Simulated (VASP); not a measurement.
# Zr4H (Pm-3m) in VASP: notebook, part 2 of 2

VASP 6.6.1. The steps go on from the part before.

### Step 4. Relaxation of cell and atoms, PBE

Input file INCAR:

```
PREC = Accurate
ENCUT = 600
EDIFF = 1E-6
ISMEAR = 0
SIGMA = 0.1
LREAL = F
LASPH = T
NELM = 100
ALGO = Normal
ISIF = 3
LWAVE = F
LCHARG = F
GGA = PE
IBRION = 2
NSW = 90
EDIFFG = -0.04
```

Input file KPOINTS:

```
regular mesh
0
Gamma
  4 4 4
```

Input file POSCAR:

```
Zr4H
1.0
    4.0663121700      0.0000000000      0.0000000000
    0.0000000000      4.0663121700      0.0000000000
    0.0000000000      0.0000000000      4.0663121700
Zr H
4 1
Direct
    0.0000000000      0.5000000000      0.5000000000
    0.5000000000      0.5000000000      0.0000000000
    0.5000000000      0.0000000000      0.5000000000
    0.0000000000      0.0000000000      0.0000000000
    0.5000000000      0.5000000000      0.5000000000
```

Potentials or basis: VASP PAW PBE potentials, release 64 (Zr_sv, H).

The run is started by

```bash
> cat potpaw_PBE.64/Zr_sv/POTCAR potpaw_PBE.64/H/POTCAR > POTCAR
> mpirun -np 1 vasp_std > vasp.out
```

OUTCAR:

```text
PREC = Accurate
   ENCUT = 600
   EDIFF = 1E-6
   ISMEAR = 0
   LREAL = F
   LASPH = T
   NELM = 100
   ISIF = 3
   GGA = PE
   IBRION = 2
   NSW = 90
   EDIFFG = -0.04

 ion  position               nearest neighbor table
   1  0.000  0.500  0.500-   5 2.03   5 2.03   4 2.88   2 2.88   2 2.88   4 2.88   3 2.88   4 2.88
                             4 2.88   2 2.88   3 2.88   3 2.88   2 2.88   3 2.88
   2  0.500  0.500  0.000-   5 2.03   5 2.03   4 2.88   1 2.88   1 2.88   3 2.88   3 2.88   3 2.88
                             4 2.88   3 2.88   1 2.88   4 2.88   1 2.88   4 2.88
   3  0.500  0.000  0.500-   5 2.03   5 2.03   4 2.88   1 2.88   2 2.88   4 2.88   1 2.88   2 2.88
                             2 2.88   2 2.88   1 2.88   4 2.88   4 2.88   1 2.88
   4  0.000  0.000  0.000-   1 2.88   2 2.88   3 2.88   1 2.88   3 2.88   1 2.88   2 2.88   1 2.88
                             2 2.88   3 2.88   3 2.88   2 2.88
   5  0.500  0.500  0.500-   1 2.03   2 2.03   3 2.03   2 2.03   3 2.03   1 2.03

  LATTYP: Found a simple cubic cell.
[... 170 lines left out ...]
  ext. energy  EPLUGINS =         0.00000000
  ---------------------------------------------------
  free energy    TOTEN  =       -34.20994471 eV

  energy without entropy =      -34.19597431  energy(sigma->0) =      -34.20295951

 E-fermi :  13.1774     XC(G=0): -12.8001

 val. band max:       13.1101102658   @ k =   0.2500   0.2500   0.2500
 cond. band min:      13.1975359734   @ k =   0.5000   0.5000   0.2500
 fundamental gap:      0.0874257076
 Fermi energy:        13.1774267181
[... 761 lines left out ...]
--------------------------------------- Ionic step        4  -------------------------------------------

 number of electron      49.0000003 magnetization

 Free energy of the ion-electron system (eV)
  ---------------------------------------------------
  ext. energy  EPLUGINS =         0.00000000
  ---------------------------------------------------
  free energy    TOTEN  =       -38.00487111 eV

  energy without entropy =      -37.97855608  energy(sigma->0) =      -37.99171359

 E-fermi :   9.1051     XC(G=0): -11.1614

 val. band max:        9.1036040113   @ k =   0.5000   0.5000   0.2500
 cond. band min:       9.1381708172   @ k =   0.5000   0.2500   0.2500
 fundamental gap:      0.0345668060
 Fermi energy:         9.1050512744
[... 350 lines left out ...]
  FREE ENERGIE OF THE ION-ELECTRON SYSTEM (eV)
  ---------------------------------------------------
  free  energy   TOTEN  =       -38.0048711098 eV

  energy  without entropy=      -37.9785560784  energy(sigma->0) =      -37.99171359

 reached required accuracy - stopping structural energy minimisation
```

OSZICAR:

```text
N       E                     dE             d eps       ncg     rms          rms(c)
DAV:   1     0.593991907319E+03    0.59399E+03   -0.29371E+04   580   0.195E+03
DAV:   2     0.192535119708E+02   -0.57474E+03   -0.56237E+03   647   0.544E+02
DAV:   3    -0.318189204974E+02   -0.51072E+02   -0.48714E+02   955   0.117E+02
[... 48 lines left out ...]
DAV:   5    -0.380045997955E+02   -0.22861E-03   -0.36699E-04   813   0.106E-01    0.845E-02
DAV:   6    -0.380048605013E+02   -0.26071E-03   -0.69975E-04   821   0.125E-01    0.324E-02
DAV:   7    -0.380048686353E+02   -0.81339E-05   -0.51147E-05   717   0.480E-02    0.738E-03
DAV:   8    -0.380048706325E+02   -0.19972E-05   -0.19236E-06   493   0.117E-02    0.182E-03
DAV:   9    -0.380048711098E+02   -0.47731E-06   -0.21465E-07   335   0.383E-03
   4 F= -.38004871E+02 E0= -.37991714E+02  d E =-.379493E+01
```

Run time: 36 s. Hardware: 1 thread of Intel Xeon 6975P-C (Granite Rapids), shared host; peak memory 0.18 GiB.

What came out:

| Quantity | Value |
| --- | --- |
| Free energy | -38.0049 eV |
| Relaxed volume | 18.84 Å³/atom |
| Relaxed cell | a = 4.550 Å, b = 4.550 Å, c = 4.550 Å, α = 90.00°, β = 90.00°, γ = 90.00° |
| Space group after relaxing (to 0.1 Å) | Pm-3m (No. 221) |
| Energy gained by relaxing | 759.0 meV/atom |
| Ionic steps | 4 |
| Pressure after relaxing | -0.3 GPa |
| Band gap on the k mesh | zero (an odd number of electrons rules out a gap without spin polarisation) |

The path:
```tsv
step	energy change (eV)	largest force (eV/Å)	pressure (GPa)	volume (Å³)
1	0.0000	0.0000	59.00	67.24
2	-1.4572	0.0000	-17.71	127.85
3	-3.7919	0.0000	-1.04	94.94
4	-3.7949	0.0000	-0.27	94.19
```

Final structure:
```yaml
crystal:
  lattice:
    - [4.54989, 0.00000, 0.00000]
    - [0.00000, 4.54989, 0.00000]
    - [0.00000, 0.00000, 4.54989]
  atoms:
    - { symbol: Zr, position: [0.00000, 0.50000, 0.50000] }
    - { symbol: Zr, position: [0.50000, 0.50000, 0.00000] }
    - { symbol: Zr, position: [0.50000, 0.00000, 0.50000] }
    - { symbol: Zr, position: [0.00000, 0.00000, 0.00000] }
    - { symbol: H, position: [0.50000, 0.50000, 0.50000] }
```

Caveat: the k points lie up to 0.35 Å⁻¹ apart in the final cell, too coarse for converged energies and pressures of a metal; the volume moved by over 15 % at a fixed basis, so the end points are rough.

### Step 5. Single point, PBE

This run uses another cell than the first one, of 18.82 Å³/atom.

Input file INCAR:

```
SYSTEM = Zr4H
  ALGO = Normal
  EDIFF = 1E-6
  ENCUT = 520
  GGA = PE
  ISIF = 2
  ISMEAR = 0
  LASPH = .True.
  LCHARG = .True.
  LELF = .True.
  LREAL = .False.
  LVHAR = .True.
  LWAVE = .False.
  NBANDS = 32
  NELM = 60
  PREC = Accurate
  SIGMA = 0.1
```

Input file KPOINTS:

```
k-points
0
Gamma
  8 8 8
  0 0 0
```

Changes to POSCAR since step 4:

```diff
@@ -2,5 +2,5 @@
 1.0
-    4.0663121700      0.0000000000      0.0000000000
-    0.0000000000      4.0663121700      0.0000000000
-    0.0000000000      0.0000000000      4.0663121700
+    4.5487285229      0.0000000000      0.0000000000
+    0.0000000000      4.5487285229      0.0000000000
+    0.0000000000      0.0000000000      4.5487285229
 Zr H
```

The run is started by

```bash
> cat potpaw_PBE.64/Zr_sv/POTCAR potpaw_PBE.64/H/POTCAR > POTCAR
> mpirun -np 1 vasp_std > vasp.out
```

Run time: 38 s. Hardware: 1 thread of Intel Xeon 6975P-C (Granite Rapids), shared host; peak memory 0.24 GiB.

Results (log left out):

| Property | Result |
| --- | --- |
| Free energy | -37.9816 eV |
| Pressure | 0.0 GPa |
| Band gap on the k mesh | zero (an odd number of electrons rules out a gap without spin polarisation) |

Levels at points of the mesh, in eV from the Fermi level:
```tsv
k point	band 20	band 21	band 22	band 23	band 24	band 25	band 26	band 27	band 28	band 29
(0.00, 0.00, 0.00)	-2.94	-2.26	-2.26	-2.26	0.87	0.87	0.87	2.66	2.66	2.66
(0.50, 0.00, 0.00)	-1.71	-1.10	-0.92	-0.58	-0.58	-0.50	-0.50	0.70	1.12	2.06
(0.50, 0.50, 0.00)	-1.94	-1.08	-0.74	-0.51	-0.51	-0.44	-0.36	-0.36	-0.19	1.62
(0.50, 0.50, 0.50)	-3.17	-2.94	0.38	0.38	0.38	0.73	0.73	0.73	0.78	0.78
```

### Step 6. Single point, PBE, collinear spin

This run uses another cell than the first one, of 18.75 Å³/atom.

Input file INCAR:

```
PREC = Accurate
ENCUT = 520
EDIFF = 1E-6
ISMEAR = 0
SIGMA = 0.1
LREAL = False
LASPH = True
NELM = 150
ALGO = Normal
ISIF = 2
LWAVE = False
LCHARG = True
ISPIN = 2
MAGMOM = 1 1 1 1 0
LORBIT = 11
LMAXMIX = 4
GGA = PE
LELF = True
LVHAR = True
NBANDS = 36
```

Input file KPOINTS:

```
regular mesh
0
Gamma
  4 4 4
```

Changes to POSCAR since step 5:

```diff
@@ -2,5 +2,5 @@
 1.0
-    4.5487285229      0.0000000000      0.0000000000
-    0.0000000000      4.5487285229      0.0000000000
-    0.0000000000      0.0000000000      4.5487285229
+    4.5428500465      0.0000000000      0.0000000000
+    0.0000000000      4.5428500465      0.0000000000
+    0.0000000000      0.0000000000      4.5428500465
 Zr H
```

Potentials or basis: VASP PAW PBE potentials, release 64 (Zr_sv, H).

The run is started by

```bash
> cat potpaw_PBE.64/Zr_sv/POTCAR potpaw_PBE.64/H/POTCAR > POTCAR
> mpirun -np 1 vasp_std > vasp.out
```

Wall time 30 s (1 thread of Intel Xeon 6975P-C (Granite Rapids), shared host); peak memory 0.25 GiB.

The run converged. Its results:

| Item | Value |
| --- | --- |
| Free energy | -38.0210 eV |
| Pressure | 0.1 GPa |
| Net moment | 0.00 μB per cell |
| Valence electrons inside the program's atomic spheres | Zr 9.85, 9.80 (each value once); H 0.54 |

Levels at points of the mesh, in eV from the Fermi level:
Spin up:
```tsv
k point	band 20	band 21	band 22	band 23	band 24	band 25	band 26	band 27	band 28	band 29
(0.00, 0.00, 0.00)	-3.03	-2.36	-2.36	-2.36	0.79	0.79	0.79	2.60	2.60	2.60
(0.50, 0.00, 0.00)	-1.79	-1.20	-1.01	-0.66	-0.66	-0.58	-0.58	0.61	1.05	1.99
(0.50, 0.50, 0.00)	-2.01	-1.16	-0.83	-0.60	-0.60	-0.51	-0.44	-0.44	-0.27	1.54
(0.50, 0.50, 0.50)	-3.27	-3.02	0.29	0.29	0.29	0.65	0.65	0.65	0.71	0.71
```
Spin down:
| k point | band 20 | band 21 | band 22 | band 23 | band 24 | band 25 | band 26 | band 27 | band 28 | band 29 |
| --- | --- | --- | --- | --- | --- | --- | --- | --- | --- | --- |
| (0.00, 0.00, 0.00) | -3.03 | -2.36 | -2.36 | -2.36 | 0.79 | 0.79 | 0.79 | 2.60 | 2.60 | 2.60 |
| (0.50, 0.00, 0.00) | -1.79 | -1.20 | -1.01 | -0.66 | -0.66 | -0.58 | -0.58 | 0.61 | 1.05 | 1.99 |
| (0.50, 0.50, 0.00) | -2.01 | -1.16 | -0.83 | -0.60 | -0.60 | -0.51 | -0.44 | -0.44 | -0.27 | 1.54 |
| (0.50, 0.50, 0.50) | -3.27 | -3.02 | 0.29 | 0.29 | 0.29 | 0.65 | 0.65 | 0.65 | 0.71 | 0.71 |

### Step 7. Relaxation of cell and atoms, PBE

This run uses another cell than the first one, of 18.75 Å³/atom.

Input file INCAR:

```
ALGO = Normal ; EDIFF = 1E-7
EDIFFG = -0.01 ; ENCUT = 600
GGA = PE ; IBRION = 2
ISIF = 3 ; ISMEAR = 0
LASPH = T ; LCHARG = F
LREAL = F ; LWAVE = F
NELM = 100 ; NSW = 100
PREC = Accurate ; SIGMA = 0.1
```

Input file KPOINTS:

```
k-points
0
Gamma
  8 8 8
```

POSCAR is that of step 6.

The run is started by

```bash
> cat potpaw_PBE.64/Zr_sv/POTCAR potpaw_PBE.64/H/POTCAR > POTCAR
> mpirun -np 1 vasp_std > vasp.out
```

Wall time 87 s (1 thread of Intel Xeon 6975P-C (Granite Rapids), shared host); peak memory 0.26 GiB.

It converged, with:

```yaml
Free_energy: -37.9819 eV
Relaxed_volume: 18.83 Å³/atom
Relaxed_cell: a = 4.549 Å, b = 4.549 Å, c = 4.549 Å, α = 90.00°, β = 90.00°, γ = 90.00°
Space_group_after_relaxing_to_0.1_Å: Pm-3m (No. 221)
Energy_gained_by_relaxing: 0.1 meV/atom
Ionic_steps: 3
Pressure_after_relaxing: 0.0 GPa
Band_gap_on_the_k_mesh: zero (an odd number of electrons rules out a gap without spin polarisation)
```

Step by step:
| step | energy change (eV) | largest force (eV/Å) | pressure (GPa) | volume (Å³) |
| --- | --- | --- | --- | --- |
| 1 | 0.0000 | 0.0000 | 0.42 | 93.75 |
| 2 | -0.0003 | 0.0000 | -0.28 | 94.42 |
| 3 | -0.0005 | 0.0000 | 0.00 | 94.15 |

Final structure:
```xyz
5
Lattice="4.5492 0.0000 0.0000 0.0000 4.5492 0.0000 0.0000 0.0000 4.5492" Properties=species:S:1:pos:R:3 pbc="T T T"
Zr    0.0000    2.2746    2.2746
Zr    2.2746    2.2746    0.0000
Zr    2.2746    0.0000    2.2746
Zr    0.0000    0.0000    0.0000
H     2.2746    2.2746    2.2746
```

Levels at points of the mesh, in eV from the Fermi level:
| k point | band 22 | band 23 | band 24 | band 25 | band 26 | band 27 |
| --- | --- | --- | --- | --- | --- | --- |
| (0.00, 0.00, 0.00) | -2.26 | -2.26 | 0.87 | 0.87 | 0.87 | 2.66 |
| (0.50, 0.00, 0.00) | -0.92 | -0.58 | -0.58 | -0.50 | -0.50 | 0.70 |
| (0.50, 0.50, 0.00) | -0.74 | -0.51 | -0.51 | -0.43 | -0.36 | -0.36 |
| (0.50, 0.50, 0.50) | 0.38 | 0.38 | 0.38 | 0.73 | 0.73 | 0.73 |

### Step 8. The runs side by side

| task | spin | cell | k mesh | cutoff (eV) | gap on the mesh (eV) | pressure (GPa) | relaxed volume (Å³/atom) |
| --- | --- | --- | --- | --- | --- | --- | --- |
| single point | off | a = 4.066 Å, 5 atoms | 4 × 4 × 4 | 520 | none | 59.0 | - |
| single point | off | a = 4.543 Å, 5 atoms | 4 × 4 × 4 | 520 | none | 0.2 | - |
| relaxation of cell and atoms | off | relaxed from a = 4.066 Å, 5 atoms | 4 × 4 × 4 | 600 | none | -0.3 | 18.84 |
| single point | off | a = 4.549 Å, 5 atoms | 8 × 8 × 8 | 520 | none | 0.0 | - |
| single point | collinear | a = 4.543 Å, 5 atoms | 4 × 4 × 4 | 520 | none | 0.1 | - |
| relaxation of cell and atoms | off | relaxed from a = 4.543 Å, 5 atoms | 8 × 8 × 8 | 600 | none | 0.0 | 18.83 |

Alike in all rows: level PBE; potentials or basis VASP PAW PBE potentials, release 64 (Zr_sv, H); smearing gaussian 0.1 eV.

Caveats: some runs use coarse meshes; the volume moved by over 15 % at a fixed basis, so the end points are rough (at least some runs).

Total energies depend on the potentials used, so only differences within one code and one set of settings carry meaning.

The gap in the log of VASP goes by the Fermi energy; the results here count the filled bands.